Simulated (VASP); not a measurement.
A run of VASP 6.6.1 is set up as follows.

Contents of INCAR:

```
SYSTEM = HC4
PREC = Accurate
ENCUT = 520
EDIFF = 1E-6
ISMEAR = 0
SIGMA = 0.1
LREAL = .False.
LASPH = .True.
NELM = 60
ALGO = Normal
ISIF = 2
LWAVE = .False.
LCHARG = .True.
LDIPOL = .True.
IDIPOL = 3
DIPOL = 0.5 0.5 0.231
GGA = PE
IVDW = 12
LELF = .True.
LVHAR = .True.
LVACPOTAV = .True.
NBANDS = 28
```

The input KPOINTS:

```
Automatic mesh
0
Gamma
  6 6 1
  0 0 0
```

File POSCAR:

```
HC4
1.0
    4.9313048819      0.0000000000      0.0000000000
   -2.4656524409      4.2706353015      0.0000000000
    0.0000000000      0.0000000000     18.0000331942
C H
8 2
Direct
    0.3333333333      0.1666666667      0.2222236565
    0.3333333333      0.6666666667      0.2222236565
    0.8333333333      0.1666666667      0.2222236565
    0.8333333333      0.6666666667      0.2222236565
    0.1666666667      0.3333333333      0.2222218124
    0.1666666667      0.8333333333      0.2222218124
    0.6666666667      0.3333333333      0.2222218124
    0.6666666667      0.8333333333      0.2222218124
    0.2401531283      0.1666666667      0.2650013554
    0.4265135384      0.1666666667      0.2650013554
```

Potentials or basis: VASP PAW PBE potentials, release 64 (C, H).

Command:

```console
$ cat potpaw_PBE.64/C/POTCAR potpaw_PBE.64/H/POTCAR > POTCAR
$ mpirun -np 1 vasp_std > vasp.out
```

Problem. Estimate the band gap on the k mesh.

Solution. Zero (bands 17 and 18 overlap by 0.33 eV).

Problem. Estimate the largest force.

Solution. 18.519 eV/Å.

Forces on the atoms (eV/Å):
```
C     0.000  -1.632 -18.447
C    -0.182   0.419  -0.041
C     0.000  -0.209  -0.283
C     0.182   0.419  -0.041
C    -5.093   3.051  -2.195
C     0.000  -5.769  -2.427
C     5.093   3.051  -2.195
C     0.000   0.040   0.015
H    -7.366   0.315  12.807
H     7.366   0.315  12.807
```
